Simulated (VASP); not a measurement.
A run of VASP 6.6.1 is set up as follows.

Contents of INCAR:

```
SYSTEM = ZnO
PREC = Accurate
ENCUT = 520
EDIFF = 1E-6
ISMEAR = 0
SIGMA = 0.02
LREAL = .False.
LASPH = .True.
NELM = 100
ALGO = Normal
ISIF = 2
LWAVE = .False.
LCHARG = .False.
GGA = PE
NBANDS = 16
```

KPOINTS

```
regular mesh
0
Gamma
  6 6 8
  0 0 0
```

POSCAR

```
ZnO
1.0
    4.9340758593      0.0000000000      0.0000000000
   -2.4670379297      4.2730350384      0.0000000000
    0.0000000000      0.0000000000      3.4589743663
Zn O
1 1
Direct
    0.0000000000      0.0000000000      0.0000000000
    0.0000000000      0.0000000000      0.5000000000
```

Potentials or basis: VASP PAW PBE potentials, release 64 (Zn, O).

Command:

```console
$ cat potpaw_PBE.64/Zn/POTCAR potpaw_PBE.64/O/POTCAR > POTCAR
$ mpirun -np 1 vasp_std > vasp.out
```

What does it give for the band gap on the k mesh?

1.80 eV, indirect (least direct gap 3.27 eV).

What does it give for the pressure?

0.5 GPa.

Stress tensor (GPa, compression positive):
```
-0.01  0.00  0.00
 0.00 -0.01  0.00
 0.00  0.00  1.43
```

A k mesh can miss the band edges. A hybrid or GW would open this gap; PBE tends to underestimate it.
